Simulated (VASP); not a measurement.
# Ge (Cmcm) in VASP: settings compared, part 2 of 2

VASP 6.6.1. The steps go on from the part before.

## Step 3: Single point, PBE

The input, INCAR:

```
SYSTEM = Ge
ALGO = Normal
EDIFF = 1E-7
ENCUT = 520
GGA = PE
ISIF = 2
ISMEAR = 0
LASPH = .True.
LCHARG = .False.
LREAL = .False.
LWAVE = .False.
NBANDS = 21
NELM = 80
PREC = Accurate
SIGMA = 0.013000000000000001
```

The input, KPOINTS:

```
k-points
0
Gamma
  10 10 6
  0 0 0
```

The input, POSCAR:

```
Ge
1.0
    1.4880529250     -2.5946896100      0.0000000000
    1.4880529250      2.5946896100      0.0000000000
    0.0000000000      0.0000000000      4.7275957900
Ge
2
Direct
    0.3334466300      0.6665533700      0.2500000000
    0.6665533700      0.3334466300      0.7500000000
```

Potentials or basis: VASP PAW PBE potentials, release 64 (Ge_d).

Command:

```bash
cat potpaw_PBE.64/Ge_d/POTCAR > POTCAR
mpirun -np 1 vasp_std > vasp.out
```

OUTCAR:

```text
SYSTEM = Ge
   EDIFF = 1E-7
   ENCUT = 520
   GGA = PE
   ISIF = 2
   ISMEAR = 0
   LASPH = .True.
   LREAL = .False.
   NELM = 80
   PREC = Accurate

 ion  position               nearest neighbor table
   1  0.333  0.667  0.250-
   2  0.667  0.333  0.750-

  LATTYP: Found a base centered orthorhombic cell.
 ALAT       =     2.9761058500
 B/A-ratio  =     1.7436809984
 C/A-ratio  =     1.5885173540

  Lattice vectors:

 A1 = (   1.4880529250,  -2.5946896100,   0.0000000000)
 A2 = (   1.4880529250,   2.5946896100,   0.0000000000)
 A3 = (   0.0000000000,   0.0000000000,   4.7275957900)

Analysis of symmetry for initial positions (statically):
=====================================================================
 Subroutine PRICEL returns:
 Original cell was already a primitive cell.

 Routine SETGRP: Setting up the symmetry group for a
 base centered orthorhombic supercell.

 Subroutine GETGRP returns: Found  8 space group operations
 (whereof  4 operations were pure point group operations)
 out of a pool of  8 trial point group operations.

The static configuration has the point symmetry C_2h.
 The point group associated with its full space group is D_2h.

Analysis of symmetry for dynamics (positions and initial velocities):
=====================================================================
 Subroutine PRICEL returns:
 Original cell was already a primitive cell.

 Routine SETGRP: Setting up the symmetry group for a
 base centered orthorhombic supercell.

 Subroutine GETGRP returns: Found  8 space group operations
 (whereof  4 operations were pure point group operations)
 out of a pool of  8 trial point group operations.

[... 111 lines left out ...]
   PSTRESS=    0.0 pullay stress
   NELECT =      28.0000    total number of electrons
   NUPDOWN=      -1.0000    fix difference up-down
   EMIN   =  10.00;   EMAX   =-10.00  energy-range for DOS
   EFERMI =   0.00;   METHOD = LEGACY
   ISMEAR =     0;   SIGMA  =   0.01  broadening in eV -4-tet -1-fermi 0-gaus
   EFERMI_NEDOS =   21; number of points for ismear=-14 and -15
   IALGO  =     38    algorithm
   IMIX   =      4    mixing-type and parameters
     AMIX     =   0.40;   BMIX     =  1.00
     AMIX_MAG =   1.60;   BMIX_MAG =  1.00
  volume/ion in A,a.u.               =      18.25       123.18
  Fermi-wavevector in a.u.,A,eV,Ry     =   1.498544  2.831837 30.553703  2.245634
  Thomas-Fermi vector in A             =   2.610289
   LORBIT       =      0    0 simple, 1 ext, 2 COOP (PROOUT), +10 PAW based schemes
   GGA     = PE    functional components
   LHFCALC =     F    Hartree Fock is set to
   AEXX    =    0.0000 exact exchange contribution
   IVDW    =     0    specifies the selected vdW correction
   LEPSILON=     F    determine dielectric tensor
   LRPA    =     F    only Hartree local field effects (RPA)
 non-spin polarized calculation
 Gauss-broadening in eV      SIGMA  =   0.01
  energy-cutoff  :      520.00
  volume of cell :       36.51
 maximum number of plane-waves:      1014
 NGX is ok and might be reduce to    24
   NGX = 11   NGY = 11   NGZ = 17

 number of electron      28.0000012 magnetization

 Free energy of the ion-electron system (eV)
  ---------------------------------------------------
  ext. energy  EPLUGINS =         0.00000000
  ---------------------------------------------------
  free energy    TOTEN  =        -8.36033475 eV

  energy without entropy =       -8.36023690  energy(sigma->0) =       -8.36028582

 E-fermi :   7.0479     XC(G=0): -11.4668

 val. band max:        7.0321231646   @ k =   0.5000   0.3000   0.1667
 cond. band min:       7.0615575827   @ k =   0.3000   0.2000   0.5000
 fundamental gap:      0.0294344181
 Fermi energy:         7.0478927912

 k-point     1 :       0.0000    0.0000    0.0000
  band No.  band energies     occupation
      1     -17.5981      2.00000
      2     -17.5876      2.00000
      3     -17.5858      2.00000
      4     -17.5839      2.00000
      5     -17.5784      2.00000
      6     -17.5752      2.00000
[... 565 lines left out ...]
     20      22.7550      0.00000
     21      23.3495      0.00000

 [... further k-points ...]

------------------------ aborting loop because EDIFF is reached ----------------------------------------

  FORCE on cell =-STRESS in cart. coord.  units (eV):
  Direction    XX          YY          ZZ          XY          YZ          ZX
  --------------------------------------------------------------------------------------
  -------------------------------------------------------------------------------------
  Total        0.7242893      1.0124995      1.2470544      0.0000000     -0.0000000      0.0000000
  in kB       31.7869239     44.4356223     54.7295482      0.0000000     -0.0000000      0.0000000
  external PRESSURE =      43.6506981 kB  Pullay stress =       0.0000000 kB

 VOLUME and BASIS-vectors are now :
 -----------------------------------------------------------------------------
  energy-cutoff  :      520.00
  volume of cell :       36.51
      direct lattice vectors                 reciprocal lattice vectors
     1.488052925 -2.594689610  0.000000000     0.336009554 -0.192701277  0.000000000
     1.488052925  2.594689610  0.000000000     0.336009554  0.192701277  0.000000000
     0.000000000  0.000000000  4.727595790     0.000000000  0.000000000  0.211524006

 POSITION                                       TOTAL-FORCE (eV/Angst)
 -----------------------------------------------------------------------------------
      1.48805      0.86431      1.18190         0.000000      0.016684     -0.000000
      1.48805     -0.86431      3.54570         0.000000     -0.016684      0.000000
 -----------------------------------------------------------------------------------
    total drift:                                0.000000     -0.000000      0.000000

  FREE ENERGIE OF THE ION-ELECTRON SYSTEM (eV)
  ---------------------------------------------------
  free  energy   TOTEN  =        -8.3603347453 eV

  energy  without entropy=       -8.3602368959  energy(sigma->0) =       -8.36028582
```

stdout:

```text
POSCAR found type information on POSCAR Ge
 POSCAR found :  1 types and       2 ions
 scaLAPACK will be used
 LDA part: xc-table for (Slater+PW92), standard interpolation
 POSCAR, INCAR and KPOINTS ok, starting setup
 FFT: planning ... GRIDC
 FFT: planning ... GRID_SOFT
 FFT: planning ... GRID
 WAVECAR not read
 entering main loop
```

Run time: 2.3 min. Hardware: 1 thread of AMD EPYC 7R13, shared host; peak memory 0.17 GiB.

Results:

* Free energy: -8.3603 eV
* Pressure: 4.4 GPa
* Largest force: 0.017 eV/Å
* Band gap on the k mesh: zero (bands 14 and 15 overlap by 8.97 eV)

Forces in eV/Å, atoms in the order of the input:
```
Ge   0.000  0.017  0.000
Ge   0.000 -0.017  0.000
```

Stress tensor (GPa, compression positive):
```
3.18 0.00 0.00
0.00 4.44 0.00
0.00 0.00 5.47
```

Levels at points of the mesh, in eV from the Fermi level:
| k point | band 10 | band 11 | band 12 | band 13 | band 14 | band 15 | band 16 | band 17 | band 18 | band 19 |
| --- | --- | --- | --- | --- | --- | --- | --- | --- | --- | --- |
| (0.00, 0.00, 0.00) | -24.54 | -13.35 | -7.46 | -5.52 | 6.63 | 6.74 | 8.71 | 8.83 | 10.14 | 11.42 |
| (0.50, 0.00, 0.00) | -24.53 | -8.42 | -7.09 | -2.25 | -1.24 | -0.87 | 1.45 | 2.46 | 6.45 | 7.23 |
| (0.50, 0.50, 0.00) | -24.53 | -8.49 | -7.13 | -2.29 | -1.27 | -0.93 | 1.42 | 2.61 | 6.59 | 7.38 |
| (0.00, 0.00, 0.50) | -24.56 | -11.67 | -11.67 | 1.90 | 1.90 | 7.77 | 7.77 | 7.88 | 7.88 | 12.72 |
| (0.50, 0.00, 0.50) | -24.53 | -6.97 | -6.97 | -4.91 | -4.91 | 4.12 | 4.12 | 5.09 | 5.09 | 8.68 |
| (0.50, 0.50, 0.50) | -24.53 | -7.05 | -7.05 | -4.94 | -4.94 | 4.28 | 4.28 | 5.11 | 5.11 | 8.77 |

Caveat: the cell stands under pressure.

## Step 4: Single point, PBE

The input, INCAR:

```
PREC = Accurate
ENCUT = 520
EDIFF = 1E-7
ISMEAR = 0
SIGMA = 0.014
LREAL = False
LASPH = True
NELM = 80
ALGO = Normal
ISIF = 2
LWAVE = False
LCHARG = True
GGA = PE
LELF = True
LVHAR = True
NBANDS = 21
```

The input, KPOINTS:

```
regular mesh
0
Gamma
  10 10 6
```

POSCAR is that of step 3.

Command:

```bash
cat potpaw_PBE.64/Ge_d/POTCAR > POTCAR
mpirun -np 1 vasp_std > vasp.out
```

It took 2.5 min on 1 thread of AMD EPYC 7R13, shared host; peak memory 0.17 GiB.

It converged, with:

| Property | Result |
| --- | --- |
| Free energy | -8.3603 eV |
| Pressure | 4.4 GPa |
| Largest force | 0.016 eV/Å |
| Band gap on the k mesh | zero (bands 14 and 15 overlap by 8.97 eV) |

Forces on the atoms (eV/Å):
```
Ge   0.000  0.016  0.000
Ge   0.000 -0.016  0.000
```

Stress tensor (GPa, compression positive):
```
3.18 0.00 0.00
0.00 4.44 0.00
0.00 0.00 5.48
```

Levels at points of the mesh, in eV from the Fermi level:
| k point | band 12 | band 13 | band 14 | band 15 | band 16 | band 17 |
| --- | --- | --- | --- | --- | --- | --- |
| (0.00, 0.00, 0.00) | -7.46 | -5.52 | 6.63 | 6.74 | 8.71 | 8.83 |
| (0.50, 0.00, 0.00) | -7.09 | -2.25 | -1.24 | -0.87 | 1.45 | 2.46 |
| (0.50, 0.50, 0.00) | -7.13 | -2.29 | -1.27 | -0.93 | 1.42 | 2.61 |
| (0.00, 0.00, 0.50) | -11.67 | 1.90 | 1.90 | 7.77 | 7.77 | 7.88 |
| (0.50, 0.00, 0.50) | -6.97 | -4.91 | -4.91 | 4.12 | 4.12 | 5.09 |
| (0.50, 0.50, 0.50) | -7.05 | -4.94 | -4.94 | 4.28 | 4.28 | 5.11 |

Caveat: the cell stands under pressure.

## Step 5: Summary

```csv
level,k mesh,smearing,grid for exact exchange (PRECFOCK),share of exact exchange,screening parameter,gap on the mesh (eV),pressure (GPa),largest force (eV/Å)
PBE-based screened hybrid with 25 % exact exchange,5 × 5 × 3,fermi-dirac 0.05 eV,Normal,0.25,0.6 1/Å,none,4.2,0.01
PBE,10 × 10 × 6,gaussian 0.013 eV,-,-,-,none,4.4,0.02
PBE,10 × 10 × 6,gaussian 0.014 eV,-,-,-,none,4.4,0.02
```

Alike in all rows: task single point; potentials or basis VASP PAW PBE potentials, release 64 (Ge_d); no spin polarisation; cell as given; cutoff (eV) 520.

Caveats: some runs use coarse meshes; the cell stands under pressure (at least some runs); the PAW data sets were made with another functional, which shifts forces and pressure a little (at least some runs).

Total energies depend on the potentials used, so only differences within one code and one set of settings carry meaning.

The gap in the log of VASP goes by the Fermi energy; the results here count the filled bands.